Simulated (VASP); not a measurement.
Write the native input for VASP 6.6.1 that does the following.

* Task: relaxation of cell and atoms
* Functional: LDA
* Potentials or basis: VASP PAW LDA potentials, release 64 (Nb_sv)
* Cutoff: 600 eV
* k mesh: 9 × 9 × 9
* Occupations: fermi-dirac, width 0.1 eV
* Spin: no spin polarisation
* Dipole correction: no
* Further INCAR settings: ALGO = Normal; EDIFF = 1e-06; IBRION = 2; EDIFFG = -0.01; NSW = 80; ISIF = 3

The structure of Nb lies in POSCAR:

```
Nb
1.0
    0.0000000000      2.8951284430      2.8951284430
    2.8951284430      0.0000000000      2.8951284430
    2.8951284430      2.8951284430      0.0000000000
Nb
2
Direct
    0.1250000000      0.1250000000      0.1250000000
    0.8750000000      0.8750000000      0.8750000000
```

One way to write it, as run:

INCAR

```
  PREC = Accurate
  ENCUT = 600
  EDIFF = 1E-6
  ISMEAR = -1
  SIGMA = 0.1
  LREAL = False
  LASPH = True
  NELM = 60
  ALGO = Normal
  ISIF = 3
  LWAVE = False
  LCHARG = False
  GGA = CA
  IBRION = 2
  NSW = 80
  EDIFFG = -0.01
```

KPOINTS

```
regular mesh
0
Gamma
  9 9 9
```

Potentials or basis: VASP PAW LDA potentials, release 64 (Nb_sv).

Command:

```sh
$ cat potpaw_LDA.64/Nb_sv/POTCAR > POTCAR
$ mpirun -np 1 vasp_std > vasp.out
```

It gave:

The relaxed volume is 23.87 Å³/atom and the relaxed cell is a = 4.072 Å, b = 4.072 Å, c = 4.072 Å, α = 60.00°, β = 60.00°, γ = 60.00°. The space group after relaxing (to 0.05 Å) is Fd-3m (No. 227), the energy gained by relaxing is 1.6 meV/atom and the ionic steps are 3. The pressure after relaxing is 0.0 GPa and the band gap on the k mesh is zero (band 13 reaches 7.87 eV, above the bottom of band 14 at 6.54 eV).

It took 3.3 min on 1 thread of AMD EPYC 7R13, with other jobs on the host, peak memory 0.16 GiB.
